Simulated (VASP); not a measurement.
A run of VASP 6.6.1 is set up as follows.

Contents of INCAR:

```
SYSTEM = CaBi2B4I
PREC     = Accurate       ! precision mode
ENCUT    = 520            ! plane-wave cutoff, eV
EDIFF    = 1E-7           ! SCF threshold, eV
ISMEAR   = -1             ! smearing method
SIGMA    = 0.1            ! smearing width, eV
LREAL    = .FALSE.        ! projectors in reciprocal space
LASPH    = .TRUE.         ! aspherical terms in the spheres
NELM     = 150            ! most SCF steps
ALGO     = Normal         ! electronic algorithm
ISIF     = 2              ! what is computed and relaxed
LWAVE    = .FALSE.        ! write WAVECAR
LCHARG   = .FALSE.        ! write CHGCAR
MAGMOM   = 0 0 0 0 0 0 0 0 0 0 0 0 0 0 0 0 0 0 0 0 0 0 0 0 ! initial moments
LORBIT   = 11             ! projections on sites
LSORBIT  = .TRUE.         ! spin-orbit coupling
GGA_COMPAT= .FALSE.      
LORBMOM  = .TRUE.       
GGA      = PE             ! functional
NBANDS   = 77             ! bands
```

File KPOINTS:

```
Automatic mesh
0
G
  5 5 2
  0 0 0
```

POSCAR

```
CaBi2B4I
1.0
    3.8094560000      0.0000000000      0.0000000000
    0.0000000000      3.8094560000      0.0000000000
    0.0000000000      0.0000000000      9.2831340000
Bi Ca I B
2 1 1 4
Direct
    0.5000000000      0.5000000000      0.7392000000
    0.5000000000      0.5000000000      0.2608000000
    0.0000000000      0.0000000000      0.0000000000
    0.0000000000      0.0000000000      0.5000000000
    0.5000000000      0.0000000000      0.8540000000
    0.0000000000      0.5000000000      0.8540000000
    0.5000000000      0.0000000000      0.1460000000
    0.0000000000      0.5000000000      0.1460000000
```

Potentials or basis: VASP PAW PBE potentials, release 64 (Bi_d, Ca_sv, I, B).

Command:

```sh
$ cat potpaw_PBE.64/Bi_d/POTCAR potpaw_PBE.64/Ca_sv/POTCAR potpaw_PBE.64/I/POTCAR potpaw_PBE.64/B/POTCAR > POTCAR
$ mpirun -np 1 vasp_ncl > vasp.out
```

(1) What does it give for the pressure?

(2) Predict the net moment.

## Answers

(1) 30.7 GPa.

(2) 0.00 μB per cell.

Caveat: the cell stands under pressure.
